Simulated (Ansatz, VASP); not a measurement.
**Os: VASP beside Ansatz**

```
CELL_PARAMETERS angstrom
2.71479 0.00000 0.00000
0.00000 4.29266 0.00000
0.00000 0.00000 21.48580
ATOMIC_POSITIONS crystal
Os 0.75000 0.75000 0.37881
Os 0.25000 0.25000 0.40799
Os 0.25000 0.75000 0.48336
Os 0.75000 0.25000 0.51664
Os 0.75000 0.75000 0.59201
Os 0.25000 0.25000 0.62119
```

Alike in both runs: functional LDA; k mesh 13 × 9 × 1; occupations fermi-dirac, width 0.05 eV; no spin polarisation.

Ansatz relaxed the structure, and its values are those at the end. VASP's run is a single point on that final structure, the one shown.

|  | VASP | Ansatz |
| --- | --- | --- |
| version | VASP 6.6.1 | Ansatz 0.2.0 |
| potentials or method | VASP PAW LDA potentials, release 64 (Os) | PAW with Ansatz's default frozen-core files, scalar-relativistic |
| plane-wave cutoff (eV) | 520 | 420 |
| valence electrons in the cell | 48 | 96 |

|  | VASP | Ansatz | Ansatz less VASP |
| --- | --- | --- | --- |
| rms of the force components (eV/Å) | 0.025 | 0.001 | -0.0239 |

LDA's correlation is that of Perdew and Zunger in VASP and of Perdew and Wang (1992) in Ansatz. VASP's potentials hold 48 valence electrons a cell and Ansatz's 96, so a difference there can come from the potentials and not from the codes. Ansatz's warnings: stress scf threshold loose, xc potential rough in thin density.

Neither program's run includes spin-orbit coupling.
